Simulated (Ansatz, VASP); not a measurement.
# One calculation of TeO5, two programs

```
CELL_PARAMETERS angstrom
4.26655 0.00000 0.00000
-2.13327 3.69494 0.00000
0.00000 0.00000 6.16144
ATOMIC_POSITIONS crystal
Te 0.00000 0.00000 0.50000
O 0.33333 0.66667 0.00000
O 0.66667 0.33333 0.00000
O 0.50000 0.00000 0.50000
O 0.00000 0.50000 0.50000
O 0.50000 0.50000 0.50000
```

Alike in both runs: functional PBE; k mesh 12 × 12 × 6; occupations gaussian, width 0.1 eV; no spin polarisation.

Ansatz relaxed the structure, and its values are those at the end. VASP's run is a single point on that final structure, the one shown.

|  | VASP | Ansatz |
| --- | --- | --- |
| version | VASP 6.6.1 | Ansatz 0.2.0 |
| potentials or method | VASP PAW PBE potentials, release 64 (Te, O), cutoff 520 eV | scalar-relativistic, plane waves, PAW |
| valence electrons in the cell | 36 | 46 |

```tsv
	VASP	Ansatz	Ansatz less VASP
gap on the k mesh at the Fermi level (eV)	none	none	-
pressure (GPa)	-0.5	0.0	+0.50
```

A gap of «none» marks a metal or a gap that the smearing closes. VASP's potentials hold 36 valence electrons a cell and Ansatz's 46, so a difference there can come from the potentials and not from the codes.

Spin-orbit coupling is off throughout.
